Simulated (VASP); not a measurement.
Input of a VASP 6.6.1 run:

File INCAR:

```
ALGO = Normal
EDIFF = 1E-7
EDIFFG = -0.02
ENCUT = 500
GGA = CA
GGA_COMPAT = F
IBRION = 2
ISIF = 3
ISMEAR = -1
LASPH = T
LCHARG = F
LREAL = F
LWAVE = F
NELM = 120
NELMIN = 4
NSW = 80
PREC = Accurate
SIGMA = 0.1
```

The input KPOINTS:

```
k-points
0
Gamma
  10 10 10
```

The input POSCAR:

```
Pd
1.0
    0.0000000000      1.9465000000      1.9465000000
    1.9465000000      0.0000000000      1.9465000000
    1.9465000000      1.9465000000      0.0000000000
Pd
1
Direct
    0.0000000000      0.0000000000      0.0000000000
```

Potentials or basis: VASP PAW LDA potentials, release 64 (Pd).

The run is started by

```sh
$ cat potpaw_LDA.64/Pd/POTCAR > POTCAR
$ mpirun -np 1 vasp_std > vasp.out
```

Question: What does it give for the relaxed volume?

Answer: 14.20 Å³/atom.

Question: What does it give for the relaxed cell?

Answer: a = 2.718 Å, b = 2.718 Å, c = 2.718 Å, α = 60.00°, β = 60.00°, γ = 60.00°.

Question: Predict the band gap on the k mesh.

Answer: Zero (bands 5 and 6 overlap by 1.69 eV).

Question: Predict the space group after relaxing (to 0.1 Å).

Answer: Fm-3m (No. 225).

The path:
| step | energy change (eV) | largest force (eV/Å) | pressure (GPa) | volume (Å³) |
| --- | --- | --- | --- | --- |
| 1 | 0.0000 | 0.0000 | -7.91 | 14.75 |
| 2 | 0.0354 | 0.0000 | 18.41 | 13.25 |
| 3 | -0.0146 | 0.0000 | -0.18 | 14.20 |

LDA usually gives volumes a few per cent too small. Zero-point motion and thermal expansion aren't in these numbers.
